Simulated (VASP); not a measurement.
LiF, 2 atoms in the cell. It takes space group Fm-3m (No. 225, cubic). The conventional cell has a = 4.068 Å, b = 4.068 Å, c = 4.068 Å, α = 90.00°, β = 90.00°, γ = 90.00°. Li (site symmetry m-3m) has 6 F at 2.03 Å within 2.7 Å. Within 2.7 Å of F (site symmetry m-3m) lie 6 Li at 2.03 Å. 

```yaml
Program: VASP 6.6.1
Task: single point
Functional: r2SCAN
Potentials_or_basis: VASP PAW PBE potentials, release 64 (Li_sv, F)
Cutoff: 520 eV
k_mesh: 10 × 10 × 10
Occupations: gaussian, width 0.02 eV
Spin: no spin polarisation
Dipole_correction: no
Further_INCAR_settings: ALGO = Normal; EDIFF = 1e-07; NBANDS = 12
```

Potentials or basis: VASP PAW PBE potentials, release 64 (Li_sv, F).

The run is started by

```console
$ cat potpaw_PBE.64/Li_sv/POTCAR potpaw_PBE.64/F/POTCAR > POTCAR
$ cp INCAR.step1 INCAR
$ mpirun -np 1 vasp_std > vasp.out
$ cp INCAR.step2 INCAR
$ mpirun -np 1 vasp_std > vasp.out
```

Hardware: 1 thread of AMD EPYC 9R45 96-Core Processor (Zen 5), on a shared host.

Q: Estimate the wall time of this run.

A: Wall time 34 s on 1 thread of AMD EPYC 9R45 96-Core Processor (Zen 5), with other jobs on the host, peak memory 0.11 GiB. Counts: k points 47.
